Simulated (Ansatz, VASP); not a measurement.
# BAs in VASP and in Ansatz

```
B As
1.0
     0.00000    2.43976    2.39192
     2.39192    0.00000    2.39192
     2.39192    2.43976    0.00000
B As
1 1
Cartesian
  0.0000 0.0000 0.0000
  3.5879 3.6596 3.5879
```

Change from the starting cell: strain +0.0200 x Voigt [0, 1, 0, 0, 0, 0], atoms carried along.

Alike in both runs: task single point; functional r2SCAN; k mesh 10 × 10 × 10; occupations gaussian, width 0.05 eV; no spin polarisation.

```csv
,VASP,Ansatz
version,VASP 6.6.1,Ansatz 0.2.0
potentials or method,"VASP PAW PBE potentials, release 64 (B, As), cutoff 520 eV","scalar-relativistic, plane waves, PAW"
valence electrons in the cell,8,18
```

|  | VASP | Ansatz | Ansatz less VASP |
| --- | --- | --- | --- |
| gap on the k mesh at the Fermi level (eV) | 1.24 | 1.24 | -0.001 |
| least direct gap on the mesh (eV) | 3.31 | 3.30 | -0.004 |
| pressure (GPa) | -2.5 | -2.7 | -0.20 |
| traceless stress, the component that is largest in VASP (GPa) | -2.96 | -2.97 | -0.003 |

VASP's potentials were made for PBE, not for r2SCAN. VASP's potentials hold 8 valence electrons a cell and Ansatz's 18, so a difference there can come from the potentials and not from the codes.
